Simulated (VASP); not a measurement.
# CaO (Fm-3m) in VASP: a series of runs, part 2 of 2

VASP 6.6.1.

## (3) Single point, PBE

File INCAR:

```
ALGO = Normal
EDIFF = 1E-6
ENCUT = 520
GGA = PE
ISIF = 2
ISMEAR = 0
LASPH = T
LCHARG = F
LREAL = F
LWAVE = F
NBANDS = 15
NELM = 100
PREC = Accurate
SIGMA = 0.01
```

File KPOINTS:

```
k-points
0
Gamma
  6 6 6
```

File POSCAR:

```
CaO
1.0
    0.0000000000      2.3975501136      2.3975501136
    2.3975501136      0.0000000000      2.3975501136
    2.3975501136      2.3975501136      0.0000000000
Ca O
1 1
Direct
    0.0000000000      0.0000000000      0.0000000000
    0.5000000000      0.5000000000      0.5000000000
```

Potentials or basis: VASP PAW PBE potentials, release 64 (Ca_sv, O).

Command:

```
> cat potpaw_PBE.64/Ca_sv/POTCAR potpaw_PBE.64/O/POTCAR > POTCAR
> mpirun -np 1 vasp_std > vasp.out
```

OUTCAR:

```text
EDIFF = 1E-6
   ENCUT = 520
   GGA = PE
   ISIF = 2
   ISMEAR = 0
   LASPH = T
   LREAL = F
   NELM = 100
   PREC = Accurate

 ion  position               nearest neighbor table
   1  0.000  0.000  0.000-   2 2.40   2 2.40   2 2.40   2 2.40   2 2.40   2 2.40
   2  0.500  0.500  0.500-   1 2.40   1 2.40   1 2.40   1 2.40   1 2.40   1 2.40

  LATTYP: Found a face centered cubic cell.
 ALAT       =     4.7951002272

  Lattice vectors:

 A1 = (   0.0000000000,   2.3975501136,   2.3975501136)
 A2 = (   2.3975501136,   0.0000000000,   2.3975501136)
 A3 = (   2.3975501136,   2.3975501136,   0.0000000000)

Analysis of symmetry for initial positions (statically):
=====================================================================
 Subroutine PRICEL returns:
 Original cell was already a primitive cell.

 Routine SETGRP: Setting up the symmetry group for a
 face centered cubic supercell.

 Subroutine GETGRP returns: Found 48 space group operations
 (whereof 48 operations were pure point group operations)
 out of a pool of 48 trial point group operations.

The static configuration has the point symmetry O_h .

Analysis of symmetry for dynamics (positions and initial velocities):
=====================================================================
 Subroutine PRICEL returns:
 Original cell was already a primitive cell.

 Routine SETGRP: Setting up the symmetry group for a
 face centered cubic supercell.

 Subroutine GETGRP returns: Found 48 space group operations
 (whereof 48 operations were pure point group operations)
 out of a pool of 48 trial point group operations.

The dynamic configuration has the point symmetry O_h .

 Subroutine INISYM returns: Found 48 space group operations
 (whereof 48 operations are pure point group operations),
 and found     1 'primitive' translations

----------------------------------------------------------------------------------------

                                     Primitive cell

  volume of cell :      27.5634

  direct lattice vectors                    reciprocal lattice vectors
     0.000000000  2.397550114  2.397550114    -0.208546214  0.208546214  0.208546214
     2.397550114  0.000000000  2.397550114     0.208546214 -0.208546214  0.208546214
     2.397550114  2.397550114  0.000000000     0.208546214  0.208546214 -0.208546214

  length of vectors
     3.390647887  3.390647887  3.390647887     0.361212639  0.361212639  0.361212639

  position of ions in fractional coordinates (direct lattice)
     0.000000000  0.000000000  0.000000000
     0.500000000  0.500000000  0.500000000

  ion indices of the primitive-cell ions
   primitive index   ion index
                 1           1
                 2           2

----------------------------------------------------------------------------------------

 KPOINTS: k-points

Automatic generation of k-mesh.
 Grid dimensions read from file:
 generate k-points for:    6    6    6

 Generating k-lattice:

  Cartesian coordinates                     Fractional coordinates (reciprocal lattice)
    -0.034757702  0.034757702  0.034757702     0.166666667  0.000000000  0.000000000
     0.034757702 -0.034757702  0.034757702     0.000000000  0.166666667  0.000000000
     0.034757702  0.034757702 -0.034757702     0.000000000  0.000000000  0.166666667
[... 31 lines left out ...]
   number of dos      NEDOS =    301   number of ions     NIONS =      2
   total plane-waves  NPLWV =  21952
   dimension x,y,z NGX =    28 NGY =   28 NGZ =   28
   dimension x,y,z NGXF=    56 NGYF=   56 NGZF=   56
   ions per type =               1   1
   NGX,Y,Z   is equivalent  to a cutoff of  13.73, 13.73, 13.73 a.u.
   NGXF,Y,Z  is equivalent  to a cutoff of  27.46, 27.46, 27.46 a.u.
 SYSTEM =  unknown system
   PREC   = accura    normal or accurate (medium, high low for compatibility)
   ISTART =      0    job   : 0-new  1-cont  2-samecut
   ICHARG =      2    charge: 1-file 2-atom 10-const
   ISPIN  =      1    spin polarized calculation?
   LNONCOLLINEAR =      F non collinear calculations
   LSORBIT =      F    spin-orbit coupling
   LASPH  =      T    aspherical Exc in radial PAW
   ENCUT  =  520.0 eV  38.22 Ry    6.18 a.u.   6.30  6.30  6.30*2*pi/ulx,y,z
   NELM   =    100;   NELMIN=  2; NELMDL= -5     # of ELM steps
   EDIFF  = 0.1E-05   stopping-criterion for ELM
   LREAL  =      F    real-space projection
   EDIFFG = 0.1E-04   stopping-criterion for IOM
   NSW    =      0    number of steps for IOM
   IBRION =     -1    ionic relax: 0-MD 1-quasi-New 2-CG
   NFREE  =      0    steps in history (QN), initial steepest desc. (CG)
   ISIF   =      2    stress and relaxation
   ISYM   =      2    0-nonsym 1-usesym 2-fastsym
   POTIM  = 0.5000    time-step for ionic-motion
   TEBEG  =    0.0;   TEEND  =   0.0 temperature during run
   PSTRESS=    0.0 pullay stress
   NELECT =      16.0000    total number of electrons
   NUPDOWN=      -1.0000    fix difference up-down
   EMIN   =  10.00;   EMAX   =-10.00  energy-range for DOS
   EFERMI =   0.00;   METHOD = LEGACY
   ISMEAR =     0;   SIGMA  =   0.01  broadening in eV -4-tet -1-fermi 0-gaus
   EFERMI_NEDOS =   21; number of points for ismear=-14 and -15
   IALGO  =     38    algorithm
   IMIX   =      4    mixing-type and parameters
     AMIX     =   0.40;   BMIX     =  1.00
     AMIX_MAG =   1.60;   BMIX_MAG =  1.00
  volume/ion in A,a.u.               =      13.78        93.00
  Fermi-wavevector in a.u.,A,eV,Ry     =   1.365643  2.580691 25.374598  1.864980
  Thomas-Fermi vector in A             =   2.491853
   LORBIT       =      0    0 simple, 1 ext, 2 COOP (PROOUT), +10 PAW based schemes
   GGA     = PE    functional components
   LHFCALC =     F    Hartree Fock is set to
   AEXX    =    0.0000 exact exchange contribution
   IVDW    =     0    specifies the selected vdW correction
   LEPSILON=     F    determine dielectric tensor
   LRPA    =     F    only Hartree local field effects (RPA)
 non-spin polarized calculation
 Gauss-broadening in eV      SIGMA  =   0.01
  energy-cutoff  :      520.00
  volume of cell :       27.56
 maximum number of plane-waves:       754
 NGX is ok and might be reduce to    28
   NGX = 13   NGY = 13   NGZ = 13

 number of electron      15.9999997 magnetization

 Free energy of the ion-electron system (eV)
  ---------------------------------------------------
  ext. energy  EPLUGINS =         0.00000000
  ---------------------------------------------------
  free energy    TOTEN  =       -12.79763599 eV

  energy without entropy =      -12.79763599  energy(sigma->0) =      -12.79763599

 E-fermi :   2.5638     XC(G=0): -10.5097

 val. band max:        2.3907950853   @ k =   0.0000   0.0000   0.0000
 cond. band min:       6.0236000792   @ k =   0.5000   0.5000   0.0000
 fundamental gap:      3.6328049939
 Fermi energy:         2.5637966371

 k-point     1 :       0.0000    0.0000    0.0000
  band No.  band energies     occupation
      1     -35.2181      2.00000
      2     -15.9768      2.00000
      3     -15.9768      2.00000
      4     -15.9768      2.00000
      5     -13.1552      2.00000
      6       2.3908      2.00000
      7       2.3908      2.00000
      8       2.3908      2.00000
      9       7.1612      0.00000
     10       8.6329      0.00000
     11       8.6329      0.00000
     12       8.6329      0.00000
     13      10.1489      0.00000
     14      10.1489      0.00000
[... 257 lines left out ...]
      2     -16.4991      2.00000
      3     -16.3699      2.00000
      4     -16.3076      2.00000
      5     -12.6124      2.00000
      6       1.1806      2.00000
      7       1.3089      2.00000
      8       1.5813      2.00000
      9       7.4236      0.00000
     10      10.0932      0.00000
     11      10.7770      0.00000
     12      11.9762      0.00000
     13      12.1394      0.00000
     14      15.3882      0.00000
     15      16.1372      0.00000

------------------------ aborting loop because EDIFF is reached ----------------------------------------

  FORCE on cell =-STRESS in cart. coord.  units (eV):
  Direction    XX          YY          ZZ          XY          YZ          ZX
  --------------------------------------------------------------------------------------
  -------------------------------------------------------------------------------------
  Total        0.5254660      0.5254660      0.5254660     -0.0000000     -0.0000000      0.0000000
  in kB       30.5437364     30.5437364     30.5437364     -0.0000000     -0.0000000      0.0000000
  external PRESSURE =      30.5437364 kB  Pullay stress =       0.0000000 kB

 VOLUME and BASIS-vectors are now :
 -----------------------------------------------------------------------------
  energy-cutoff  :      520.00
  volume of cell :       27.56
      direct lattice vectors                 reciprocal lattice vectors
     0.000000000  2.397550114  2.397550114    -0.208546214  0.208546214  0.208546214
     2.397550114  0.000000000  2.397550114     0.208546214 -0.208546214  0.208546214
     2.397550114  2.397550114  0.000000000     0.208546214  0.208546214 -0.208546214

 POSITION                                       TOTAL-FORCE (eV/Angst)
 -----------------------------------------------------------------------------------
      0.00000      0.00000      0.00000         0.000000      0.000000      0.000000
      2.39755      2.39755      2.39755        -0.000000     -0.000000     -0.000000
 -----------------------------------------------------------------------------------
    total drift:                                0.000000      0.000000      0.000000

  FREE ENERGIE OF THE ION-ELECTRON SYSTEM (eV)
  ---------------------------------------------------
  free  energy   TOTEN  =       -12.7976359934 eV

  energy  without entropy=      -12.7976359934  energy(sigma->0) =      -12.79763599
```

stdout:

```text
POSCAR found type information on POSCAR CaO
 POSCAR found :  2 types and       2 ions
 scaLAPACK will be used
 LDA part: xc-table for (Slater+PW92), standard interpolation
 POSCAR, INCAR and KPOINTS ok, starting setup
 FFT: planning ... GRIDC
 FFT: planning ... GRID_SOFT
 FFT: planning ... GRID
 WAVECAR not read
 entering main loop
```

Wall time 8.8 s (1 thread of AMD EPYC 7R43 (Zen 3), shared host); peak memory 0.12 GiB.

Results:

```yaml
Free_energy: -12.7976 eV
Pressure: 3.1 GPa
Band_gap_on_the_k_mesh: 3.63 eV, indirect (least direct gap 4.01 eV)
```

## (4) Single point, r2SCAN

POSCAR is that of step 3.

File INCAR.step1:

```
SYSTEM = CaO
ALGO = Normal ; EDIFF = 1E-4
ENCUT = 520 ; GGA = PE
ISMEAR = 0 ; LASPH = .True.
LCHARG = .False. ; LREAL = .False.
LWAVE = .True. ; NBANDS = 15
NELM = 100 ; PREC = Accurate
SIGMA = 0.01
```

File INCAR.step2:

```
SYSTEM = CaO
ALGO = Normal ; EDIFF = 1E-7
ENCUT = 520 ; ISIF = 2
ISMEAR = 0 ; ISTART = 1
LASPH = .True. ; LCHARG = .False.
LMIXTAU = .True. ; LREAL = .False.
LWAVE = .False. ; METAGGA = R2SCAN
NBANDS = 15 ; NELM = 100
PREC = Accurate ; SIGMA = 0.01
```

File KPOINTS:

```
k-points
0
Gamma
  6 6 6
  0 0 0
```

Command:

```
> cat potpaw_PBE.64/Ca_sv/POTCAR potpaw_PBE.64/O/POTCAR > POTCAR
> cp INCAR.step1 INCAR
> mpirun -np 1 vasp_std > vasp.out
> cp INCAR.step2 INCAR
> mpirun -np 1 vasp_std > vasp.out
```

It took 49 s on 1 thread of AMD EPYC 7R43 (Zen 3), shared host; peak memory 0.13 GiB.

Results (log left out):

```
Free energy            : -19.4530 eV
Pressure               : 1.1 GPa
Band gap on the k mesh : 4.19 eV, indirect (least direct gap 4.56 eV)
```

Levels at points of the mesh, in eV from the valence-band top:
```tsv
k point	band 4	band 5	band 6	band 7	band 8	band 9	band 10	band 11	band 12	band 13
(0.00, 0.00, 0.00)	-18.91	-16.49	0.00	0.00	0.00	5.49	6.87	6.87	6.87	8.48
(0.50, 0.00, 0.00)	-18.96	-15.18	-2.62	-1.21	-1.21	7.73	9.09	9.09	9.27	11.25
(0.50, 0.50, 0.00)	-19.15	-16.27	-1.29	-0.37	-0.37	4.19	8.82	9.67	10.28	10.28
```

Caveat: the PAW data sets were made with another functional, which shifts forces and pressure a little. r2SCAN opens gaps a little over a GGA but as a rule still falls short of measured ones.

## (5) Single point, PBE

File INCAR:

```
  ALGO = Normal
  EDIFF = 1E-6
  ENCUT = 520
  GGA = PE
  ISIF = 2
  ISMEAR = 0
  LASPH = True
  LCHARG = False
  LREAL = False
  LWAVE = False
  NBANDS = 15
  NELM = 80
  PREC = Accurate
  SIGMA = 0.01
```

File KPOINTS:

```
k-points
0
Gamma
  8 8 8
```

POSCAR is that of step 4.

Command:

```
> cat potpaw_PBE.64/Ca_sv/POTCAR potpaw_PBE.64/O/POTCAR > POTCAR
> mpirun -np 1 vasp_std > vasp.out
```

Wall time 14 s (1 thread of AMD EPYC 7R43 (Zen 3), shared host); peak memory 0.13 GiB.

It converged, with:

```yaml
Free_energy: -12.7977 eV
Pressure: 3.1 GPa
Band_gap_on_the_k_mesh: 3.63 eV, indirect (least direct gap 4.01 eV)
```

Levels at points of the mesh, in eV from the valence-band top:
| k point | band 4 | band 5 | band 6 | band 7 | band 8 | band 9 | band 10 | band 11 | band 12 | band 13 |
| --- | --- | --- | --- | --- | --- | --- | --- | --- | --- | --- |
| (0.00, 0.00, 0.00) | -18.37 | -15.55 | 0.00 | 0.00 | 0.00 | 4.77 | 6.24 | 6.24 | 6.24 | 7.76 |
| (0.50, 0.00, 0.00) | -18.42 | -14.32 | -2.66 | -1.22 | -1.22 | 7.08 | 8.39 | 8.39 | 8.56 | 10.48 |
| (0.50, 0.50, 0.00) | -18.60 | -15.31 | -1.30 | -0.37 | -0.37 | 3.63 | 8.10 | 8.93 | 9.58 | 9.58 |

A k mesh can miss the band edges. A hybrid or GW would open this gap; PBE tends to underestimate it.

## (6) The runs side by side

```tsv
level	k mesh	gap on the mesh (eV)	pressure (GPa)
PBE	6 × 6 × 6	3.63	3.1
r2SCAN	6 × 6 × 6	4.19	1.1
PBE	8 × 8 × 8	3.63	3.1
```

Alike in all rows: task single point; potentials or basis VASP PAW PBE potentials, release 64 (Ca_sv, O); no spin polarisation; cell as given; cutoff (eV) 520; smearing gaussian 0.01 eV.

On the cell as given the gap runs from 3.63 eV (PBE) to 4.19 eV (r2SCAN); the meshes differ, which moves gaps too. The pressure there spans 1.1 GPa (r2SCAN) to 3.1 GPa (PBE); a positive pressure means that this level wants a larger cell, a negative one a smaller.

Caveats: the PAW data sets were made with another functional, which shifts forces and pressure a little (some runs).

Absolute energies hang on the potentials; compare differences alone.
